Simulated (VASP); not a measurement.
# SnGeTe3 (Pm-3m) in VASP: further runs, part 2 of 2

VASP 6.6.1.

## 4. Relaxation of cell and atoms, PBE

The input, INCAR:

```
SYSTEM = SnGeTe3
  PREC = Accurate
  ENCUT = 600
  EDIFF = 1E-6
  ISMEAR = 0
  SIGMA = 0.1
  LREAL = .FALSE.
  LASPH = .TRUE.
  NELM = 80
  ALGO = Normal
  ISIF = 3
  LWAVE = .FALSE.
  LCHARG = .FALSE.
  GGA = PE
  IBRION = 2
  NSW = 100
  EDIFFG = -0.01
```

The input, KPOINTS:

```
Automatic mesh
0
G
  8 8 8
  0 0 0
```

The input, POSCAR:

```
SnGeTe3
1.0
    5.4194130500      0.0000000000      0.0000000000
    0.0000000000      5.4194130500      0.0000000000
    0.0000000000      0.0000000000      5.4194130500
Sn Ge Te
1 1 3
Direct
    0.5000000000      0.5000000000      0.5000000000
    0.0000000000      0.0000000000      0.0000000000
    0.5000000000      0.0000000000      0.0000000000
    0.0000000000      0.5000000000      0.0000000000
    0.0000000000      0.0000000000      0.5000000000
```

Potentials or basis: VASP PAW PBE potentials, release 64 (Sn_d, Ge_d, Te).

Command:

```sh
> cat potpaw_PBE.64/Sn_d/POTCAR potpaw_PBE.64/Ge_d/POTCAR potpaw_PBE.64/Te/POTCAR > POTCAR
> mpirun -np 1 vasp_std > vasp.out
```

OUTCAR:

```text
SYSTEM = SnGeTe3
   PREC = Accurate
   ENCUT = 600
   EDIFF = 1E-6
   ISMEAR = 0
   LREAL = .FALSE.
   LASPH = .TRUE.
   NELM = 80
   ISIF = 3
   GGA = PE
   IBRION = 2
   NSW = 100
   EDIFFG = -0.01

 ion  position               nearest neighbor table
   1  0.500  0.500  0.500-
   2  0.000  0.000  0.000-   3 2.71   4 2.71   5 2.71   5 2.71   4 2.71   3 2.71
   3  0.500  0.000  0.000-   2 2.71   2 2.71
   4  0.000  0.500  0.000-   2 2.71   2 2.71
   5  0.000  0.000  0.500-   2 2.71   2 2.71

  LATTYP: Found a simple cubic cell.
 ALAT       =     5.4194130500

  Lattice vectors:

 A1 = (   5.4194130500,   0.0000000000,   0.0000000000)
 A2 = (   0.0000000000,   5.4194130500,   0.0000000000)
 A3 = (   0.0000000000,   0.0000000000,   5.4194130500)

Analysis of symmetry for initial positions (statically):
=====================================================================
 Subroutine PRICEL returns:
 Original cell was already a primitive cell.

 Routine SETGRP: Setting up the symmetry group for a
 simple cubic supercell.

 Subroutine GETGRP returns: Found 48 space group operations
 (whereof 48 operations were pure point group operations)
 out of a pool of 48 trial point group operations.

The static configuration has the point symmetry O_h .

Analysis of symmetry for dynamics (positions and initial velocities):
=====================================================================
 Subroutine PRICEL returns:
 Original cell was already a primitive cell.

 Routine SETGRP: Setting up the symmetry group for a
 simple cubic supercell.

[... 183 lines left out ...]
      2.70971      2.70971      2.70971         0.000000      0.000000      0.000000
      0.00000      0.00000      0.00000         0.000000      0.000000      0.000000
      2.70971      0.00000      0.00000         0.000000      0.000000      0.000000
      0.00000      2.70971      0.00000         0.000000      0.000000      0.000000
      0.00000      0.00000      2.70971         0.000000      0.000000      0.000000
 -----------------------------------------------------------------------------------
    total drift:                                0.000000     -0.000000     -0.000000

  FREE ENERGIE OF THE ION-ELECTRON SYSTEM (eV)
  ---------------------------------------------------
  free  energy   TOTEN  =       -16.2973353211 eV

  energy  without entropy=      -16.2748628535  energy(sigma->0) =      -16.28609909

--------------------------------------- Ionic step        2  -------------------------------------------

 number of electron      46.0000009 magnetization

 Free energy of the ion-electron system (eV)
  ---------------------------------------------------
  ext. energy  EPLUGINS =         0.00000000
  ---------------------------------------------------
  free energy    TOTEN  =       -16.29978454 eV

  energy without entropy =      -16.27691347  energy(sigma->0) =      -16.28834900

 E-fermi :   5.1803     XC(G=0):  -9.2342

 val. band max:        5.1602731132   @ k =   0.3750   0.3750   0.2500
 cond. band min:       5.1894354866   @ k =   0.3750   0.3750   0.2500
 fundamental gap:      0.0291623734
 Fermi energy:         5.1803387936

 k-point     1 :       0.0000    0.0000    0.0000
  band No.  band energies     occupation
      1     -19.5364      2.00000
      2     -19.5364      2.00000
      3     -19.5049      2.00000
      4     -19.5049      2.00000
      5     -19.5049      2.00000
      6     -16.8751      2.00000
[... 709 lines left out ...]
     26       6.4453      0.00000
     27       7.4816      0.00000

 [... further k-points ...]

------------------------ aborting loop because EDIFF is reached ----------------------------------------

  FORCE on cell =-STRESS in cart. coord.  units (eV):
  Direction    XX          YY          ZZ          XY          YZ          ZX
  --------------------------------------------------------------------------------------
  -------------------------------------------------------------------------------------
  Total       -0.0368226     -0.0368226     -0.0368226     -0.0000000     -0.0000000      0.0000000
  in kB       -0.3661717     -0.3661717     -0.3661717     -0.0000000     -0.0000000      0.0000000
  external PRESSURE =      -0.3661717 kB  Pullay stress =       0.0000000 kB

 VOLUME and BASIS-vectors are now :
 -----------------------------------------------------------------------------
  energy-cutoff  :      600.00
  volume of cell :      161.12
      direct lattice vectors                 reciprocal lattice vectors
     5.441434714  0.000000000 -0.000000000     0.183775062 -0.000000000 -0.000000000
     0.000000000  5.441434714  0.000000000    -0.000000000  0.183775062 -0.000000000
     0.000000000  0.000000000  5.441434714     0.000000000 -0.000000000  0.183775062

 POSITION                                       TOTAL-FORCE (eV/Angst)
 -----------------------------------------------------------------------------------
      2.72072      2.72072      2.72072        -0.000000      0.000000      0.000000
      0.00000      0.00000      0.00000         0.000000     -0.000000      0.000000
      2.72072      0.00000     -0.00000         0.000000     -0.000000      0.000000
      0.00000      2.72072      0.00000         0.000000     -0.000000      0.000000
      0.00000      0.00000      2.72072         0.000000     -0.000000      0.000000
 -----------------------------------------------------------------------------------
    total drift:                                0.000000     -0.000000     -0.000000

  FREE ENERGIE OF THE ION-ELECTRON SYSTEM (eV)
  ---------------------------------------------------
  free  energy   TOTEN  =       -16.2997845386 eV

  energy  without entropy=      -16.2769134681  energy(sigma->0) =      -16.28834900

 reached required accuracy - stopping structural energy minimisation
```

CONTCAR:

```text
SnGeTe3
   1.00000000000000
     5.4414347144682598    0.0000000000000000   -0.0000000000000000
     0.0000000000000000    5.4414347144682598    0.0000000000000000
     0.0000000000000000    0.0000000000000000    5.4414347144682598
  Sn              Ge              Te
     1     1     3
Direct
     0.5000000000000000    0.5000000000000000    0.5000000000000000
     0.0000000000000000    0.0000000000000000    0.0000000000000000
     0.5000000000000000    0.0000000000000000    0.0000000000000000
     0.0000000000000000    0.5000000000000000    0.0000000000000000
     0.0000000000000000    0.0000000000000000    0.5000000000000000

  0.00000000E+00  0.00000000E+00  0.00000000E+00
  0.00000000E+00  0.00000000E+00  0.00000000E+00
  0.00000000E+00  0.00000000E+00  0.00000000E+00
  0.00000000E+00  0.00000000E+00  0.00000000E+00
  0.00000000E+00  0.00000000E+00  0.00000000E+00
```

It took 6.4 min on 1 thread of Intel Xeon 8259CL, shared host; peak memory 0.48 GiB.

Results:

- Free energy: -16.2998 eV
- Relaxed volume: 32.22 Å³/atom
- Relaxed cell: a = 5.441 Å, b = 5.441 Å, c = 5.441 Å, α = 90.00°, β = 90.00°, γ = 90.00°
- Space group after relaxing (to 0.1 Å): Pm-3m (No. 221)
- Energy gained by relaxing: 0.5 meV/atom
- Ionic steps: 2
- Pressure after relaxing: 0.0 GPa
- Band gap on the k mesh: zero (bands 23 and 24 overlap by 1.57 eV)

The path:
```csv
step,energy change (eV),largest force (eV/Å),pressure (GPa),volume (Å³)
1,0.0000,0.0000,0.42,159.17
2,-0.0024,0.0000,-0.04,161.12
```

Final structure:
```
Sn Ge Te
1.0
     5.44143    0.00000    0.00000
     0.00000    5.44143    0.00000
     0.00000    0.00000    5.44143
Sn Ge Te
1 1 3
Cartesian
  2.7207 2.7207 2.7207
  0.0000 0.0000 0.0000
  2.7207 0.0000 0.0000
  0.0000 2.7207 0.0000
  0.0000 0.0000 2.7207
```

Levels at points of the mesh, in eV from the Fermi level:
```csv
k point,band 19,band 20,band 21,band 22,band 23,band 24,band 25,band 26,band 27
"(0.00, 0.00, 0.00)",-1.16,-1.16,-1.16,-0.70,-0.70,-0.70,2.71,2.71,2.71
"(0.50, 0.00, 0.00)",-2.07,-1.31,-1.29,-0.55,-0.55,-0.12,1.30,1.72,1.72
"(0.50, 0.50, 0.00)",-2.23,-1.58,-1.58,-0.49,0.35,0.77,0.97,0.97,1.44
"(0.50, 0.50, 0.50)",-0.46,-0.46,0.82,0.82,0.82,1.36,1.36,1.36,2.42
```

Caveat: spin-orbit coupling is left out, which moves the levels of the heavy elements.

## 5. Summary

```csv
task,cell,k mesh,cutoff (eV),gap on the mesh (eV),pressure (GPa)
single point,"a = 5.419 Å, 5 atoms",4 × 4 × 4,520,none,0.8
single point,"a = 5.440 Å, 5 atoms",8 × 8 × 8,520,none,0.0
relaxation of cell and atoms,"relaxed from a = 5.419 Å, 5 atoms",8 × 8 × 8,600,none,0.0
```

Alike in all rows: level PBE; potentials or basis VASP PAW PBE potentials, release 64 (Sn_d, Ge_d, Te); no spin polarisation; smearing gaussian 0.1 eV.

Caveats: spin-orbit coupling is left out, which moves the levels of the heavy elements.

Absolute energies hang on the potentials; compare differences alone.
